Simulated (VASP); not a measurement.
Here is a VASP 6.6.1 calculation.

File INCAR:

```
  PREC = Accurate
  ENCUT = 520
  EDIFF = 1E-6
  ISMEAR = 0
  SIGMA = 0.1
  LREAL = F
  LASPH = T
  NELM = 100
  ALGO = Normal
  ISIF = 2
  LWAVE = F
  LCHARG = F
  GGA = PE
  NBANDS = 28
```

The input KPOINTS:

```
Automatic mesh
0
Gamma
  4 4 4
```

Contents of POSCAR:

```
BiS4
1.0
    4.8186908200      0.0000000000      0.0000000000
    0.0000000000      4.8186908200      0.0000000000
    0.0000000000      0.0000000000      4.8186908200
Bi S
1 4
Direct
    0.5000000000      0.5000000000      0.5000000000
    0.0000000000      0.5000000000      0.5000000000
    0.5000000000      0.5000000000      0.0000000000
    0.5000000000      0.0000000000      0.5000000000
    0.0000000000      0.0000000000      0.0000000000
```

Potentials or basis: VASP PAW PBE potentials, release 64 (Bi_d, S).

Command:

```sh
$ cat potpaw_PBE.64/Bi_d/POTCAR potpaw_PBE.64/S/POTCAR > POTCAR
$ mpirun -np 1 vasp_std > vasp.out
```

Question: Predict the pressure.

Answer: 15.8 GPa.

Question: What does it give for the band gap on the k mesh?

Answer: Zero (an odd number of electrons rules out a gap without spin polarisation).

Caveat: the cell stands under pressure; spin-orbit coupling is left out, which moves the levels of the heavy elements.
